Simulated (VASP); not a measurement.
# Hf2TaN4 in VASP: further runs

Hf2TaN4 is run at these levels: PBE; tasks: single point, relaxation of cell and atoms.

All numbers are computed with VASP 6.6.1; they aren't measurements. Logs are shortened: lines on timing, memory, paths and dates and some standing lists are left out, and cuts for length are marked.

**1. The cell of the first run**

The typed cell holds 7 atoms: a = 3.170 Å, b = 5.623 Å, c = 5.375 Å, α = 104.74°, β = 107.24°, γ = 90.12°.

The cell was generated, and may not be a known phase.

**2. Single point, PBE**

File INCAR:

```
  PREC = Accurate
  ENCUT = 520
  EDIFF = 1E-6
  ISMEAR = 0
  SIGMA = 0.15
  LREAL = F
  LASPH = T
  NELM = 100
  ALGO = Normal
  ISIF = 2
  LWAVE = F
  LCHARG = F
  GGA = PE
  NBANDS = 34
```

File KPOINTS:

```
Automatic mesh
0
Gamma
  4 2 3
```

File POSCAR:

```
Hf2TaN4
1.0
    3.1703074129     -0.0004715129     -0.0074828419
   -0.0105830455      5.6227423905     -0.0072116055
   -1.5815532996     -1.3644119106      4.9525807700
Hf Ta N
2 1 4
Direct
    0.7777604930      0.7723881915      0.5521564261
    0.2222395070      0.2276118085      0.4478435739
    0.0000000000      0.5000000000      0.0000000000
    0.8536511452      0.1610595554      0.7113695482
    0.3830178652      0.6131167516      0.7638272489
    0.1463488548      0.8389404446      0.2886304518
    0.6169821348      0.3868832484      0.2361727511
```

Potentials or basis: VASP PAW PBE potentials, release 64 (Hf_pv, Ta_pv, N).

Launch:

```console
> cat potpaw_PBE.64/Hf_pv/POTCAR potpaw_PBE.64/Ta_pv/POTCAR potpaw_PBE.64/N/POTCAR > POTCAR
> mpirun -np 1 vasp_std > vasp.out
```

OUTCAR:

```text
PREC = Accurate
   ENCUT = 520
   EDIFF = 1E-6
   ISMEAR = 0
   LREAL = F
   LASPH = T
   NELM = 100
   ISIF = 2
   GGA = PE

 ion  position               nearest neighbor table
   1  0.778  0.772  0.552-   4 2.12   6 2.18   6 2.18   5 2.24   5 2.24   7 2.33   3 3.08   2 3.17
                             2 3.18   3 3.25   3 3.25   2 3.36   2 3.36
   2  0.222  0.228  0.448-   6 2.12   4 2.18   4 2.18   7 2.24   7 2.24   5 2.33   3 3.08   1 3.17
                             1 3.18   3 3.25   3 3.25   1 3.36   1 3.36
   3  0.000  0.500  0.000-   4 2.08   6 2.08   7 2.19   5 2.19   7 2.19   5 2.19   2 3.08   1 3.08
                             1 3.25   2 3.25   1 3.25   2 3.25
   4  0.854  0.161  0.711-   3 2.08   1 2.12   2 2.18   2 2.18
   5  0.383  0.613  0.764-   3 2.19   3 2.19   1 2.24   1 2.24   2 2.33
   6  0.146  0.839  0.289-   3 2.08   2 2.12   1 2.18   1 2.18
   7  0.617  0.387  0.236-   3 2.19   3 2.19   2 2.24   2 2.24   1 2.33

  LATTYP: Found a triclinic cell.
 ALAT       =     5.3703854527
 B/A-ratio  =     0.5903330974
 C/A-ratio  =     1.0469931859
 COS(alpha) =     0.0020278754
 COS(beta)  =     0.2558871565
 COS(gamma) =     0.2936997450

  Lattice vectors:

 A1 = (  -1.5887541133,   1.3648834235,  -4.9450979281)
 A2 = (  -3.1703074129,   0.0004715129,   0.0074828419)
 A3 = (  -0.0105830455,   5.6227423905,  -0.0072116055)

Analysis of symmetry for initial positions (statically):
=====================================================================
 Subroutine PRICEL returns:
 Original cell was already a primitive cell.

 Routine SETGRP: Setting up the symmetry group for a
 triclinic supercell.

 Subroutine GETGRP returns: Found  2 space group operations
 (whereof  2 operations were pure point group operations)
 out of a pool of  2 trial point group operations.

The static configuration has the point symmetry S_2 .

Analysis of symmetry for dynamics (positions and initial velocities):
=====================================================================
 Subroutine PRICEL returns:
 Original cell was already a primitive cell.

 Routine SETGRP: Setting up the symmetry group for a
 triclinic supercell.

 Subroutine GETGRP returns: Found  2 space group operations
 (whereof  2 operations were pure point group operations)
 out of a pool of  2 trial point group operations.

The dynamic configuration has the point symmetry S_2 .

 Subroutine INISYM returns: Found  2 space group operations
 (whereof  2 operations are pure point group operations),
 and found     1 'primitive' translations

----------------------------------------------------------------------------------------

                                     Primitive cell

  volume of cell :      88.1859

  direct lattice vectors                    reciprocal lattice vectors
     3.170307413 -0.000471513 -0.007482842     0.315665330  0.000723686  0.101003693
    -0.010583046  5.622742391 -0.007211606     0.000142255  0.177912348  0.049059414
    -1.581553300 -1.364411911  4.952580770     0.000477145  0.000260157  0.202138973

  length of vectors
     3.170316279  5.622756975  5.375033673     0.331431547  0.184552567  0.202139704

  position of ions in fractional coordinates (direct lattice)
     0.777760493  0.772388191  0.552156426
     0.222239507  0.227611809  0.447843574
     1.000000000  0.500000000  0.000000000
     0.853651145  0.161059555  0.711369548
     0.383017865  0.613116752  0.763827249
     0.146348855  0.838940445  0.288630452
     0.616982135  0.386883248  0.236172751

  ion indices of the primitive-cell ions
   primitive index   ion index
                 1           1
                 2           2
                 3           3
                 4           4
                 5           5
                 6           6
                 7           7

----------------------------------------------------------------------------------------

 KPOINTS: Automatic mesh

Automatic generation of k-mesh.
 Grid dimensions read from file:
 generate k-points for:    4    2    3

 Generating k-lattice:

  Cartesian coordinates                     Fractional coordinates (reciprocal lattice)
     0.078916333  0.000180921  0.025250923     0.250000000 -0.000000000  0.000000000
     0.000071127  0.088956174  0.024529707     0.000000000  0.500000000 -0.000000000
     0.000159048  0.000086719  0.067379658     0.000000000  0.000000000  0.333333333

  Length of vectors
     0.082857887  0.092276284  0.067379901

  Shift w.r.t. Gamma in fractional coordinates (k-lattice)
     0.000000000  0.000000000  0.000000000

 Subroutine IBZKPT returns following result:
 ===========================================

 Found     14 irreducible k-points:

 Following reciprocal coordinates:
            Coordinates               Weight
  0.000000  0.000000  0.000000      1.000000
  0.250000 -0.000000  0.000000      2.000000
  0.500000 -0.000000  0.000000      1.000000
  0.000000  0.500000  0.000000      1.000000
  0.250000  0.500000  0.000000      2.000000
  0.500000  0.500000  0.000000      1.000000
  0.000000 -0.000000  0.333333      2.000000
  0.250000 -0.000000  0.333333      2.000000
  0.500000 -0.000000  0.333333      2.000000
 -0.250000 -0.000000  0.333333      2.000000
  0.000000  0.500000  0.333333      2.000000
  0.250000  0.500000  0.333333      2.000000
  0.500000  0.500000  0.333333      2.000000
 -0.250000  0.500000  0.333333      2.000000
   k-points           NKPTS =     14   k-points in BZ     NKDIM =     14   number of bands    NBANDS=     34
   number of dos      NEDOS =    301   number of ions     NIONS =      7
   total plane-waves  NPLWV =  40320
   dimension x,y,z NGX =    24 NGY =   42 NGZ =   40
   dimension x,y,z NGXF=    48 NGYF=   84 NGZF=   80
   ions per type =               2   1   4
   NGX,Y,Z   is equivalent  to a cutoff of  12.59, 12.42, 12.37 a.u.
   NGXF,Y,Z  is equivalent  to a cutoff of  25.17, 24.84, 24.74 a.u.
 SYSTEM =  unknown system
   PREC   = accura    normal or accurate (medium, high low for compatibility)
   ISTART =      0    job   : 0-new  1-cont  2-samecut
   ICHARG =      2    charge: 1-file 2-atom 10-const
   ISPIN  =      1    spin polarized calculation?
   LNONCOLLINEAR =      F non collinear calculations
   LSORBIT =      F    spin-orbit coupling
   LASPH  =      T    aspherical Exc in radial PAW
   ENCUT  =  520.0 eV  38.22 Ry    6.18 a.u.   5.89 10.45  9.99*2*pi/ulx,y,z
   NELM   =    100;   NELMIN=  2; NELMDL= -5     # of ELM steps
   EDIFF  = 0.1E-05   stopping-criterion for ELM
   LREAL  =      F    real-space projection
   EDIFFG = 0.1E-04   stopping-criterion for IOM
   NSW    =      0    number of steps for IOM
   IBRION =     -1    ionic relax: 0-MD 1-quasi-New 2-CG
   NFREE  =      0    steps in history (QN), initial steepest desc. (CG)
   ISIF   =      2    stress and relaxation
   ISYM   =      2    0-nonsym 1-usesym 2-fastsym
   POTIM  = 0.5000    time-step for ionic-motion
   TEBEG  =    0.0;   TEEND  =   0.0 temperature during run
   PSTRESS=    0.0 pullay stress
   NELECT =      51.0000    total number of electrons
   NUPDOWN=      -1.0000    fix difference up-down
   EMIN   =  10.00;   EMAX   =-10.00  energy-range for DOS
   EFERMI =   0.00;   METHOD = LEGACY
   ISMEAR =     0;   SIGMA  =   0.15  broadening in eV -4-tet -1-fermi 0-gaus
   EFERMI_NEDOS =   21; number of points for ismear=-14 and -15
   IALGO  =     38    algorithm
   IMIX   =      4    mixing-type and parameters
     AMIX     =   0.40;   BMIX     =  1.00
     AMIX_MAG =   1.60;   BMIX_MAG =  1.00
  volume/ion in A,a.u.               =      12.60        85.02
  Fermi-wavevector in a.u.,A,eV,Ry     =   1.363950  2.577492 25.311726  1.860359
  Thomas-Fermi vector in A             =   2.490308
   LORBIT       =      0    0 simple, 1 ext, 2 COOP (PROOUT), +10 PAW based schemes
   GGA     = PE    functional components
   LHFCALC =     F    Hartree Fock is set to
   AEXX    =    0.0000 exact exchange contribution
   IVDW    =     0    specifies the selected vdW correction
   LEPSILON=     F    determine dielectric tensor
   LRPA    =     F    only Hartree local field effects (RPA)
 non-spin polarized calculation
 Gauss-broadening in eV      SIGMA  =   0.15
  energy-cutoff  :      520.00
  volume of cell :       88.19
 maximum number of plane-waves:      2390
   NGX = 11   NGY = 21   NGZ = 19

 number of electron      51.0000006 magnetization

 Free energy of the ion-electron system (eV)
  ---------------------------------------------------
  ext. energy  EPLUGINS =         0.00000000
  ---------------------------------------------------
  free energy    TOTEN  =       -75.43599412 eV

  energy without entropy =      -75.42491280  energy(sigma->0) =      -75.43045346

 E-fermi :   6.1006     XC(G=0): -11.6575

 val. band max:        5.8848926055   @ k =   0.2500  -0.0000   0.3333
 cond. band min:       6.1079912312   @ k =   0.2500   0.5000   0.3333
 fundamental gap:      0.2230986257
 Fermi energy:         6.1006258760

 k-point     1 :       0.0000    0.0000    0.0000
  band No.  band energies     occupation
      1     -29.9266      2.00000
      2     -29.7525      2.00000
      3     -29.6601      2.00000
      4     -25.5528      2.00000
      5     -25.2774      2.00000
      6     -25.1900      2.00000
[... 26 lines left out ...]
     33      10.0679      0.00000
     34      10.2183      0.00000

 k-point     2 :       0.2500   -0.0000    0.0000
  band No.  band energies     occupation
      1     -29.9000      2.00000
      2     -29.8403      2.00000
      3     -29.7303      2.00000
      4     -25.4357      2.00000
      5     -25.2635      2.00000
      6     -25.2309      2.00000
[... 26 lines left out ...]
     33       9.7639      0.00000
     34      10.1846      0.00000

 k-point     3 :       0.5000   -0.0000    0.0000
  band No.  band energies     occupation
      1     -30.0141      2.00000
      2     -29.8742      2.00000
      3     -29.7076      2.00000
      4     -25.4870      2.00000
      5     -25.4816      2.00000
      6     -25.1815      2.00000
[... 26 lines left out ...]
     33      10.9303      0.00000
     34      11.4268      0.00000

 k-point     4 :       0.0000    0.5000    0.0000
  band No.  band energies     occupation
      1     -29.9263      2.00000
      2     -29.7525      2.00000
      3     -29.6601      2.00000
      4     -25.3657      2.00000
      5     -25.2868      2.00000
      6     -25.1736      2.00000
[... 26 lines left out ...]
     33       9.3403      0.00000
     34       9.8353      0.00000

 k-point     5 :       0.2500    0.5000    0.0000
  band No.  band energies     occupation
      1     -29.9000      2.00000
      2     -29.8403      2.00000
      3     -29.7303      2.00000
      4     -25.3855      2.00000
      5     -25.3599      2.00000
      6     -25.2017      2.00000
[... 251 lines left out ...]
 k-point    12 :       0.2500    0.5000    0.3333
  band No.  band energies     occupation
      1     -29.8979      2.00000
      2     -29.8408      2.00000
      3     -29.7325      2.00000
      4     -25.3928      2.00000
      5     -25.3517      2.00000
      6     -25.2004      2.00000
[... 26 lines left out ...]
     33      10.1858      0.00000
     34      10.4564      0.00000

 k-point    13 :       0.5000    0.5000    0.3333
  band No.  band energies     occupation
      1     -30.0141      2.00000
      2     -29.8747      2.00000
      3     -29.7074      2.00000
      4     -25.5764      2.00000
      5     -25.5636      2.00000
      6     -25.1617      2.00000
[... 26 lines left out ...]
     33      11.0242      0.00000
     34      11.2674      0.00000

 k-point    14 :      -0.2500    0.5000    0.3333
  band No.  band energies     occupation
      1     -29.8994      2.00000
      2     -29.8406      2.00000
      3     -29.7307      2.00000
      4     -25.3899      2.00000
      5     -25.3549      2.00000
      6     -25.2016      2.00000
[... 26 lines left out ...]
     33      10.1759      0.00000
     34      10.6625      0.00000

------------------------ aborting loop because EDIFF is reached ----------------------------------------

  FORCE on cell =-STRESS in cart. coord.  units (eV):
  Direction    XX          YY          ZZ          XY          YZ          ZX
  --------------------------------------------------------------------------------------
  -------------------------------------------------------------------------------------
  Total       -0.7743639     -0.6294552     -0.6525426     -0.0021785     -0.0347939      0.0067137
  in kB      -14.0687762    -11.4360496    -11.8555044     -0.0395801     -0.6321413      0.1219765
  external PRESSURE =     -12.4534434 kB  Pullay stress =       0.0000000 kB

 VOLUME and BASIS-vectors are now :
 -----------------------------------------------------------------------------
  energy-cutoff  :      520.00
  volume of cell :       88.19
      direct lattice vectors                 reciprocal lattice vectors
     3.170307413 -0.000471513 -0.007482842     0.315665330  0.000723686  0.101003693
    -0.010583046  5.622742391 -0.007211606     0.000142255  0.177912348  0.049059414
    -1.581553300 -1.364411911  4.952580770     0.000477145  0.000260157  0.202138973

 POSITION                                       TOTAL-FORCE (eV/Angst)
 -----------------------------------------------------------------------------------
      1.58430      3.58920      2.72321         0.001961      0.052835     -0.042834
     -0.00613      0.66865      2.21468        -0.001961     -0.052835      0.042834
     -0.00529      2.81137     -0.00361         0.000000     -0.000000      0.000000
      1.57956     -0.06541      3.51557         0.001855     -0.048292     -0.129745
     -0.00024      2.40504      3.77563        -0.002129      0.045007     -0.136015
     -0.00139      4.32327      1.42232        -0.001855      0.048292      0.129745
      1.57841      1.85282      1.16226         0.002129     -0.045007      0.136015
 -----------------------------------------------------------------------------------
    total drift:                                0.000000      0.000000     -0.000000

  FREE ENERGIE OF THE ION-ELECTRON SYSTEM (eV)
  ---------------------------------------------------
  free  energy   TOTEN  =       -75.4359941154 eV

  energy  without entropy=      -75.4249128000  energy(sigma->0) =      -75.43045346
```

Wall time 73 s (1 thread of Intel Xeon 8259CL, shared host); peak memory 0.21 GiB.

What came out:

| Item | Value |
| --- | --- |
| Free energy | -75.4360 eV |
| Pressure | -1.2 GPa |
| Largest force | 0.143 eV/Å |
| Band gap on the k mesh | zero (an odd number of electrons rules out a gap without spin polarisation) |

Forces on the atoms (eV/Å):
```
Hf   0.002  0.053 -0.043
Hf  -0.002 -0.053  0.043
Ta   0.000  0.000  0.000
N    0.002 -0.048 -0.130
N   -0.002  0.045 -0.136
N   -0.002  0.048  0.130
N    0.002 -0.045  0.136
```

Caveat: the k points lie up to 0.58 Å⁻¹ apart, too coarse for converged energies and pressures of a metal; spin-orbit coupling is left out, which moves the levels of the heavy elements; an odd number of electrons without spin polarisation forces a metal; a magnetic or distorted state may lie lower.

**3. Relaxation of cell and atoms, PBE**

This run uses another cell than the first one, of 13.38 Å³/atom.

File INCAR:

```
SYSTEM = Hf2TaN4
PREC     = Accurate       ! precision mode
ENCUT    = 600            ! plane-wave cutoff, eV
EDIFF    = 1E-7           ! SCF threshold, eV
ISMEAR   = 0              ! smearing method
SIGMA    = 0.15           ! smearing width, eV
LREAL    = .False.        ! projectors in reciprocal space
LASPH    = .True.         ! aspherical terms in the spheres
NELM     = 100            ! most SCF steps
ALGO     = Normal         ! electronic algorithm
ISIF     = 3              ! what is computed and relaxed
LWAVE    = .False.        ! write WAVECAR
LCHARG   = .False.        ! write CHGCAR
GGA      = PE             ! functional
IBRION   = 2              ! ionic algorithm
NSW      = 36             ! ionic steps
EDIFFG   = -0.08          ! ionic threshold
```

File KPOINTS:

```
regular mesh
0
Gamma
  4 2 3
  0 0 0
```

File POSCAR:

```
Hf2TaN4
1.0
    3.2444544400      0.0000000000      0.0000000000
   -0.0100037400      5.5592918100      0.0000000000
   -1.6064827000     -1.3425630500      5.1941025600
Hf Ta N
2 1 4
Direct
    0.7685278100      0.7641999100      0.5375885400
    0.2314721900      0.2358000900      0.4624114600
    0.0000000000      0.5000000000      0.0000000000
    0.8480338500      0.1509443800      0.6968292000
    0.3711528500      0.6068188000      0.7421265200
    0.1519661500      0.8490556200      0.3031708000
    0.6288471500      0.3931812000      0.2578734800
```

Potentials or basis: VASP PAW PBE potentials, release 64 (Hf_pv, Ta_pv, N).

Launch:

```console
> cat potpaw_PBE.64/Hf_pv/POTCAR potpaw_PBE.64/Ta_pv/POTCAR potpaw_PBE.64/N/POTCAR > POTCAR
> mpirun -np 1 vasp_std > vasp.out
```

Run time: 13 min. Hardware: 1 thread of Intel Xeon 8259CL, shared host; peak memory 0.28 GiB.

The run converged. Its results:

```yaml
Free_energy: -75.4545 eV
Relaxed_volume: 12.53 Å³/atom
Relaxed_cell: a = 3.163 Å, b = 5.617 Å, c = 5.363 Å, α = 104.70°, β = 107.23°, γ = 90.12°
Space_group_after_relaxing_to_0.1_Å: C2/m (No. 12)
Energy_gained_by_relaxing: 95.4 meV/atom
Ionic_steps: 12
Pressure_after_relaxing: -0.1 GPa
Largest_force_after_relaxing: 0.047 eV/Å
Band_gap_on_the_k_mesh: zero (an odd number of electrons rules out a gap without spin polarisation)
```

Forces on the atoms (eV/Å):
```
Hf  -0.002 -0.003  0.000
Hf   0.002  0.003  0.000
Ta   0.000  0.000  0.000
N   -0.005  0.008 -0.046
N    0.000 -0.004  0.004
N    0.005 -0.008  0.046
N    0.000  0.004 -0.004
```

Stress tensor (GPa, compression positive):
```
-0.04  0.03 -0.03
 0.03 -0.12 -0.05
-0.03 -0.05 -0.07
```

The path:
| step | energy change (eV) | largest force (eV/Å) | pressure (GPa) | volume (Å³) |
| --- | --- | --- | --- | --- |
| 1 | 0.0000 | 1.8296 | -10.04 | 93.69 |
| 2 | -0.2618 | 1.2574 | 19.71 | 82.71 |
| 3 | -0.4880 | 1.0774 | 5.67 | 86.87 |
| 4 | -0.5975 | 0.9670 | -3.05 | 88.90 |
| 5 | -0.6403 | 0.4249 | -0.31 | 88.18 |
| 6 | -0.6615 | 0.1941 | -0.57 | 88.01 |
| 7 | -0.6638 | 0.1452 | -0.63 | 87.93 |
| 8 | -0.6652 | 0.0646 | 1.07 | 87.32 |
| 9 | -0.6656 | 0.0908 | 0.50 | 87.52 |
| 10 | -0.6670 | 0.0806 | 0.03 | 87.66 |
| 11 | -0.6670 | 0.0853 | 0.00 | 87.67 |
| 12 | -0.6676 | 0.0468 | -0.07 | 87.72 |

Final structure:
```yaml
crystal:
  lattice:
    - [3.16317, -0.00064, -0.00730]
    - [-0.01108, 5.61673, -0.00484]
    - [-1.57770, -1.35984, 4.94189]
  atoms:
    - { symbol: Hf, position: [0.77748, 0.77247, 0.55148] }
    - { symbol: Hf, position: [0.22252, 0.22753, 0.44852] }
    - { symbol: Ta, position: [0.00000, 0.50000, 0.00000] }
    - { symbol: N, position: [0.85404, 0.16029, 0.71180] }
    - { symbol: N, position: [0.38213, 0.61289, 0.76208] }
    - { symbol: N, position: [0.14596, 0.83971, 0.28820] }
    - { symbol: N, position: [0.61787, 0.38711, 0.23792] }
```

Levels at points of the mesh, in eV from the Fermi level:
```
           k point  band 23  band 24  band 25  band 26  band 27  band 28
(0.00, 0.00, 0.00)    -2.21    -1.85    -1.78    -1.01     0.96     1.33
(0.50, 0.00, 0.00)    -3.99    -2.92    -2.63     1.02     1.41     2.57
(0.00, 0.50, 0.00)    -3.57    -2.07    -1.87    -0.96     1.16     1.91
(0.50, 0.50, 0.00)    -2.70    -2.62    -2.54    -0.52     1.11     1.27
```

Caveat: the k points lie up to 0.58 Å⁻¹ apart in the final cell, too coarse for converged energies and pressures of a metal; spin-orbit coupling is left out, which moves the levels of the heavy elements; an odd number of electrons without spin polarisation forces a metal; a magnetic or distorted state may lie lower; the relaxation stopped at a loose force limit of 0.08 eV/Å, so its end isn't a converged minimum.

(Continued in part 2 of 2.)

The gap in the log of VASP goes by the Fermi energy; the results here count the filled bands.